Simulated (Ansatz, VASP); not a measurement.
# BiTe4 in VASP and in Ansatz

```
Bi Te
1.0
     6.46733    0.00000    0.00000
    -3.23367    5.60087    0.00000
     0.00000    0.00000    5.93416
Bi Te
1 4
Cartesian
  0.0000 0.0000 2.9671
  3.2337 0.0000 0.0000
  -1.6168 2.8004 0.0000
  1.6168 2.8004 0.0000
  0.0000 0.0000 0.0000
```

Alike in both runs: task relaxation of cell and atoms; functional PBE; k mesh 6 × 6 × 6; occupations gaussian, width 0.1 eV; no spin polarisation.

|  | VASP | Ansatz |
| --- | --- | --- |
| version | VASP 6.6.1 | Ansatz 0.2.0 |
| potentials or method | VASP PAW PBE potentials, release 64 (Bi_d, Te), cutoff 600 eV | scalar-relativistic, plane waves, PAW |
| valence electrons in the cell | 39 | 79 |

VASP gave:

```
gap on the k mesh at the Fermi level, each at its own relaxed structure (eV)  : none
relaxed volume (Å³/atom)                                                      : 43.18
relaxed length of the cell vector where the two differ most in proportion (Å) : 6.485
```

Q: Estimate Ansatz's values.

A: gap on the k mesh at the Fermi level, each at its own relaxed structure (eV): none; relaxed volume (Å³/atom): 43.23; relaxed length of the cell vector where the two differ most in proportion (Å): 6.488.

A gap of «none» marks a metal or a gap that the smearing closes. VASP's potentials hold 39 valence electrons a cell and Ansatz's 79, so a difference there can come from the potentials and not from the codes.

Neither program's run includes spin-orbit coupling.
